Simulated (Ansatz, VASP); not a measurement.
## One calculation of S, two programs

```
S
1.0
     0.00000    2.87666    2.87666
     2.87666    0.00000    2.87666
     2.87666    2.87666    0.00000
S
2
Direct
  0.00000 0.00000 0.00000
  0.25000 0.25000 0.25000
```

Change from the starting cell: volume scaled by 0.98.

Alike in both runs: task single point; functional PBE; k mesh 12 × 12 × 12; occupations fermi-dirac, width 0.05 eV; no spin polarisation.

|  | VASP | Ansatz |
| --- | --- | --- |
| version | VASP 6.6.1 | Ansatz 0.2.0 |
| potentials or method | VASP PAW PBE potentials, release 64 (S), cutoff 520 eV | all-electron LAPW, scalar-relativistic |

|  | VASP | Ansatz | Ansatz less VASP |
| --- | --- | --- | --- |
| pressure (GPa) | 0.8 | 0.9 | +0.10 |

Ansatz ran all-electron here, and VASP with PAW potentials.
